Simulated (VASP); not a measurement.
# C (Fd-3m) in VASP: notebook

The runs below take C through relaxation of cell and atoms, single point, with BLYP+D4, PBE, LDA.

Program: VASP 6.6.1. These are calculated values, not measurements. Logs are shortened: lines on timing, memory, paths and dates and some standing lists are left out, and cuts for length are marked.

## (1) The cell of the first run

It takes space group Fd-3m (No. 227, cubic). Conventional cell: a = 3.567 Å, b = 3.567 Å, c = 3.567 Å, α = 90.00°, β = 90.00°, γ = 90.00°. C (site symmetry -43m) has 4 C at 1.54 Å within 2.1 Å.

## (2) Relaxation of cell and atoms, BLYP+D4

File INCAR:

```
SYSTEM = C
PREC = Accurate ; ENCUT = 600
EDIFF = 1E-6 ; ISMEAR = -1
SIGMA = 0.05 ; LREAL = .FALSE.
LASPH = .TRUE. ; NELM = 100
ALGO = Normal ; ISIF = 3
LWAVE = .FALSE. ; LCHARG = .FALSE.
GGA = B5 ; ALDAX = 1.0
AGGAX = 1.0 ; AGGAC = 1.0
ALDAC = 0.0 ; IVDW = 13
VDW_S6 = 1.0 ; VDW_S8 = 2.34076671
VDW_A1 = 0.44488865 ; VDW_A2 = 4.0933009
IBRION = 2 ; NSW = 80
EDIFFG = -0.01
```

File KPOINTS:

```
regular mesh
0
G
  13 13 13
  0 0 0
```

File POSCAR:

```
C
1.0
    0.0000000000      1.7833700000      1.7833700000
    1.7833700000      0.0000000000      1.7833700000
    1.7833700000      1.7833700000      0.0000000000
C
2
Direct
    0.7500000000      0.7500000000      0.7500000000
    0.5000000000      0.5000000000      0.5000000000
```

Potentials or basis: VASP PAW PBE potentials, release 64 (C).

On the command line:

```console
> cat potpaw_PBE.64/C/POTCAR > POTCAR
> mpirun -np 1 vasp_std > vasp.out
```

OUTCAR:

```text
SYSTEM = C
   PREC = Accurate
   ENCUT = 600
   EDIFF = 1E-6
   ISMEAR = -1
   LREAL = .FALSE.
   LASPH = .TRUE.
   NELM = 100
   ISIF = 3
   GGA = B5
   IVDW = 13
   IBRION = 2
   NSW = 80
   EDIFFG = -0.01

 ion  position               nearest neighbor table
   1  0.750  0.750  0.750-   2 1.54   2 1.54   2 1.54   2 1.54
   2  0.500  0.500  0.500-   1 1.54   1 1.54   1 1.54   1 1.54

  LATTYP: Found a face centered cubic cell.
 ALAT       =     3.5667400000

  Lattice vectors:

 A1 = (   0.0000000000,   1.7833700000,   1.7833700000)
 A2 = (   1.7833700000,   0.0000000000,   1.7833700000)
 A3 = (   1.7833700000,   1.7833700000,   0.0000000000)

Analysis of symmetry for initial positions (statically):
=====================================================================
 Subroutine PRICEL returns:
 Original cell was already a primitive cell.

 Routine SETGRP: Setting up the symmetry group for a
 face centered cubic supercell.

 Subroutine GETGRP returns: Found 48 space group operations
 (whereof 24 operations were pure point group operations)
 out of a pool of 48 trial point group operations.

The static configuration has the point symmetry T_d .
 The point group associated with its full space group is O_h .

Analysis of symmetry for dynamics (positions and initial velocities):
=====================================================================
 Subroutine PRICEL returns:
 Original cell was already a primitive cell.

 Routine SETGRP: Setting up the symmetry group for a
 face centered cubic supercell.

 Subroutine GETGRP returns: Found 48 space group operations
 (whereof 24 operations were pure point group operations)
 out of a pool of 48 trial point group operations.

The dynamic configuration has the point symmetry T_d .
 The point group associated with its full space group is O_h .

 Subroutine INISYM returns: Found 48 space group operations
 (whereof 24 operations are pure point group operations),
 and found     1 'primitive' translations

----------------------------------------------------------------------------------------

                                     Primitive cell

  volume of cell :      11.3437

  direct lattice vectors                    reciprocal lattice vectors
     0.000000000  1.783370000  1.783370000    -0.280368067  0.280368067  0.280368067
     1.783370000  0.000000000  1.783370000     0.280368067 -0.280368067  0.280368067
     1.783370000  1.783370000  0.000000000     0.280368067  0.280368067 -0.280368067

  length of vectors
     2.522066041  2.522066041  2.522066041     0.485611737  0.485611737  0.485611737

[... 70 lines left out ...]
 SYSTEM =  C
   PREC   = accura    normal or accurate (medium, high low for compatibility)
   ISTART =      0    job   : 0-new  1-cont  2-samecut
   ICHARG =      2    charge: 1-file 2-atom 10-const
   ISPIN  =      1    spin polarized calculation?
   LNONCOLLINEAR =      F non collinear calculations
   LSORBIT =      F    spin-orbit coupling
   LASPH  =      T    aspherical Exc in radial PAW
   ENCUT  =  600.0 eV  44.10 Ry    6.64 a.u.   5.04  5.04  5.04*2*pi/ulx,y,z
   NELM   =    100;   NELMIN=  2; NELMDL= -5     # of ELM steps
   EDIFF  = 0.1E-05   stopping-criterion for ELM
   LREAL  =      F    real-space projection
   EDIFFG = -.1E-01   stopping-criterion for IOM
   NSW    =     80    number of steps for IOM
   IBRION =      2    ionic relax: 0-MD 1-quasi-New 2-CG
   NFREE  =      1    steps in history (QN), initial steepest desc. (CG)
   ISIF   =      3    stress and relaxation
   ISYM   =      2    0-nonsym 1-usesym 2-fastsym
   POTIM  = 0.5000    time-step for ionic-motion
   TEBEG  =    0.0;   TEEND  =   0.0 temperature during run
   PSTRESS=    0.0 pullay stress
   NELECT =       8.0000    total number of electrons
   NUPDOWN=      -1.0000    fix difference up-down
   EMIN   =  10.00;   EMAX   =-10.00  energy-range for DOS
   EFERMI =   0.00;   METHOD = LEGACY
   ISMEAR =    -1;   SIGMA  =   0.05  broadening in eV -4-tet -1-fermi 0-gaus
   EFERMI_NEDOS =   21; number of points for ismear=-14 and -15
   IALGO  =     38    algorithm
   IMIX   =      4    mixing-type and parameters
     AMIX     =   0.40;   BMIX     =  1.00
     AMIX_MAG =   1.60;   BMIX_MAG =  1.00
  volume/ion in A,a.u.               =       5.67        38.28
  Fermi-wavevector in a.u.,A,eV,Ry     =   1.457203  2.753714 28.891161  2.123440
  Thomas-Fermi vector in A             =   2.574032
   LORBIT       =      0    0 simple, 1 ext, 2 COOP (PROOUT), +10 PAW based schemes
   GGA     = B5    functional components
   LHFCALC =     F    Hartree Fock is set to
   AEXX    =    0.0000 exact exchange contribution
   IVDW    =    13    specifies the selected vdW correction
   LEPSILON=     F    determine dielectric tensor
   LRPA    =     F    only Hartree local field effects (RPA)
 conjugate gradient relaxation of ions
 non-spin polarized calculation
  energy-cutoff  :      600.00
  volume of cell :       11.34
 maximum number of plane-waves:       388
   NGX =  9   NGY =  9   NGZ =  9

--------------------------------------- Ionic step        1  -------------------------------------------

 number of electron       7.9999999 magnetization

 Free energy of the ion-electron system (eV)
  ---------------------------------------------------
  ext. energy  EPLUGINS =         0.00000000
  ---------------------------------------------------
  free energy    TOTEN  =       -16.72220450 eV

  energy without entropy =      -16.72220450  energy(sigma->0) =      -16.72220450

------------------------ aborting loop because EDIFF is reached ----------------------------------------

  DFT-D4 for vdW energy calculation

  Edisp (eV):   -0.83037
[... 71 lines left out ...]
--------------------------------------- Ionic step        3  -------------------------------------------

 number of electron       7.9999999 magnetization

 Free energy of the ion-electron system (eV)
  ---------------------------------------------------
  ext. energy  EPLUGINS =         0.00000000
  ---------------------------------------------------
  free energy    TOTEN  =       -16.72301419 eV

  energy without entropy =      -16.72301419  energy(sigma->0) =      -16.72301419

 E-fermi :  10.8896     XC(G=0): -12.5398

 val. band max:        9.9968169237   @ k =   0.0000   0.0000   0.0000
 cond. band min:      14.4651437695   @ k =   0.3846   0.3846   0.0000
 fundamental gap:      4.4683268457
 Fermi energy:        10.8896359386

 k-point     1 :       0.0000    0.0000    0.0000
  band No.  band energies     occupation
      1     -11.1800      2.00000
      2       9.9968      2.00000
      3       9.9968      2.00000
      4       9.9968      2.00000
      5      15.7373      0.00000
      6      15.7373      0.00000
      7      15.7373      0.00000
      8      23.4102      0.00000
[... 243 lines left out ...]
 k-point    24 :       0.4615    0.1538    0.0000
  band No.  band energies     occupation
      1      -6.2251      2.00000
      2      -1.0163      2.00000
      3       5.6682      2.00000
      4       6.1843      2.00000
      5      17.3333      0.00000
      6      20.6879      0.00000
      7      20.9919      0.00000
      8      24.1039      0.00000

 [... further k-points ...]

------------------------ aborting loop because EDIFF is reached ----------------------------------------

  DFT-D4 for vdW energy calculation

  Edisp (eV):   -0.82958
[... 25 lines left out ...]
  FREE ENERGIE OF THE ION-ELECTRON SYSTEM (eV)
  ---------------------------------------------------
  free  energy   TOTEN  =       -17.5525895878 eV

  energy  without entropy=      -17.5525895877  energy(sigma->0) =      -17.55258959

 reached required accuracy - stopping structural energy minimisation
```

OSZICAR:

```text
N       E                     dE             d eps       ncg     rms          rms(c)
DAV:   1     0.345643890160E+01    0.34564E+01   -0.55983E+03  1392   0.108E+03
DAV:   2    -0.173480766974E+02   -0.20805E+02   -0.19986E+02  2264   0.124E+02
DAV:   3    -0.174712823201E+02   -0.12321E+00   -0.12321E+00  1400   0.125E+01
DAV:   4    -0.174714640694E+02   -0.18175E-03   -0.18175E-03  1872   0.521E-01
[... 13 lines left out ...]
   2 F= -.17552567E+02 E0= -.17552567E+02  d E =0.777204E-05
       N       E                     dE             d eps       ncg     rms          rms(c)
DAV:   1    -0.167230211371E+02    0.90969E-03   -0.49082E-04  1640   0.230E-01    0.195E-02
DAV:   2    -0.167230150539E+02    0.60831E-05   -0.43564E-06  1480   0.200E-02    0.102E-02
DAV:   3    -0.167230141868E+02    0.86715E-06   -0.44373E-06  1504   0.162E-02
   3 F= -.17552590E+02 E0= -.17552590E+02  d E =-.152788E-04
```

It took 23 s on 1 thread of Intel Xeon 6975P-C, shared host; peak memory 0.12 GiB.

Results:

| Item | Value |
| --- | --- |
| Free energy | -17.5526 eV |
| Relaxed volume | 5.68 Å³/atom |
| Relaxed cell | a = 2.523 Å, b = 2.523 Å, c = 2.523 Å, α = 60.00°, β = 60.00°, γ = 60.00° |
| Space group after relaxing (to 0.05 Å) | Fd-3m (No. 227) |
| Energy gained by relaxing | 0.0 meV/atom |
| Ionic steps | 3 |
| Pressure after relaxing | 0.0 GPa |
| Band gap on the k mesh | 4.47 eV, indirect (least direct gap 5.74 eV) |
| Dispersion energy per atom | -0.415 eV |

Final structure:
```xyz
2
Lattice="0.0000 1.7840 1.7840 1.7840 0.0000 1.7840 1.7840 1.7840 0.0000" Properties=species:S:1:pos:R:3 pbc="T T T"
C     2.6760    2.6760    2.6760
C     1.7840    1.7840    1.7840
```

Caveat: the PAW data sets were made with another functional, which shifts forces and pressure a little.

## (3) Single point, PBE

File INCAR:

```
SYSTEM = C
ALGO     = Normal         ! electronic algorithm
EDIFF    = 1E-7           ! SCF threshold, eV
ENCUT    = 520            ! plane-wave cutoff, eV
GGA      = PE             ! functional
ISIF     = 2              ! what is computed and relaxed
ISMEAR   = 0              ! smearing method
LASPH    = .True.         ! aspherical terms in the spheres
LCHARG   = .False.        ! write CHGCAR
LREAL    = .False.        ! projectors in reciprocal space
LWAVE    = .False.        ! write WAVECAR
NBANDS   = 11             ! bands
NELM     = 60             ! most SCF steps
PREC     = Accurate       ! precision mode
SIGMA    = 0.022          ! smearing width, eV
```

File KPOINTS:

```
k-points
0
Gamma
  13 13 13
  0 0 0
```

POSCAR is that of step 2.

Potentials or basis: VASP PAW PBE potentials, release 64 (C).

On the command line:

```console
> cat potpaw_PBE.64/C/POTCAR > POTCAR
> mpirun -np 1 vasp_std > vasp.out
```

Run time: 20 s. Hardware: 1 thread of Intel Xeon 6975P-C, shared host; peak memory 0.09 GiB.

Results (log left out):

```
Free energy            : -18.1853 eV
Pressure               : 2.5 GPa
Band gap on the k mesh : 4.14 eV, indirect (least direct gap 5.59 eV)
```

Levels at points of the mesh, in eV from the valence-band top:
```tsv
k point	band 2	band 3	band 4	band 5	band 6	band 7
(0.00, 0.00, 0.00)	0.00	0.00	0.00	5.59	5.59	5.59
```

## (4) Single point, LDA

This run uses another cell than the first one, of 5.33 Å³/atom, 0.940 times its volume.

File INCAR:

```
PREC = Accurate
ENCUT = 520
EDIFF = 1E-6
ISMEAR = -1
SIGMA = 0.05
LREAL = F
LASPH = T
NELM = 60
ALGO = Normal
ISIF = 2
LWAVE = F
LCHARG = T
GGA = CA
LELF = T
LVHAR = T
NBANDS = 11
```

File KPOINTS:

```
Automatic mesh
0
Gamma
  13 13 13
```

File POSCAR:

```
C
1.0
    0.0000000000      1.7469644787      1.7469644787
    1.7469644787      0.0000000000      1.7469644787
    1.7469644787      1.7469644787      0.0000000000
C
2
Direct
    0.7500000000      0.7500000000      0.7500000000
    0.5000000000      0.5000000000      0.5000000000
```

Potentials or basis: VASP PAW LDA potentials, release 64 (C).

On the command line:

```console
> cat potpaw_LDA.64/C/POTCAR > POTCAR
> mpirun -np 1 vasp_std > vasp.out
```

It took 17 s on 1 thread of AMD EPYC 7R13, shared host; peak memory 0.08 GiB.

Results (log left out):

```yaml
Free_energy: -20.2237 eV
Pressure: 17.8 GPa
Band_gap_on_the_k_mesh: 4.26 eV, indirect (least direct gap 5.72 eV)
```

Levels at points of the mesh, in eV from the valence-band top:
| k point | band 1 | band 2 | band 3 | band 4 | band 5 | band 6 | band 7 | band 8 | band 9 |
| --- | --- | --- | --- | --- | --- | --- | --- | --- | --- |
| (0.00, 0.00, 0.00) | -22.16 | 0.00 | 0.00 | 0.00 | 5.72 | 5.72 | 5.72 | 15.00 | 19.84 |

A k mesh can miss the band edges. A hybrid or GW would open this gap; LDA tends to underestimate it.

## (5) Summary

```csv
task,level,potentials or basis,cell,cutoff (eV),smearing,gap on the mesh (eV),pressure (GPa)
relaxation of cell and atoms,BLYP+D4,"VASP PAW PBE potentials, release 64 (C)","relaxed from a = 2.522 Å, angles 60.0°, 2 atoms",600,fermi-dirac 0.05 eV,4.47,0.0
single point,PBE,"VASP PAW PBE potentials, release 64 (C)","a = 2.522 Å, angles 60.0°, 2 atoms",520,gaussian 0.022 eV,4.14,2.5
single point,LDA,"VASP PAW LDA potentials, release 64 (C)","a = 2.471 Å, angles 60.0°, 2 atoms",520,fermi-dirac 0.05 eV,4.26,17.8
```

Alike in all rows: no spin polarisation; k mesh 13 × 13 × 13.

Caveats: the PAW data sets were made with another functional, which shifts forces and pressure a little (some runs).

Absolute energies hang on the potentials; compare differences alone.

## (6) Comparison with measurements

Step 2. The cell as given is a measured one (5.67 Å³/atom); BLYP+D4 puts the equilibrium volume +0.1 % from it, thermal expansion not counted.
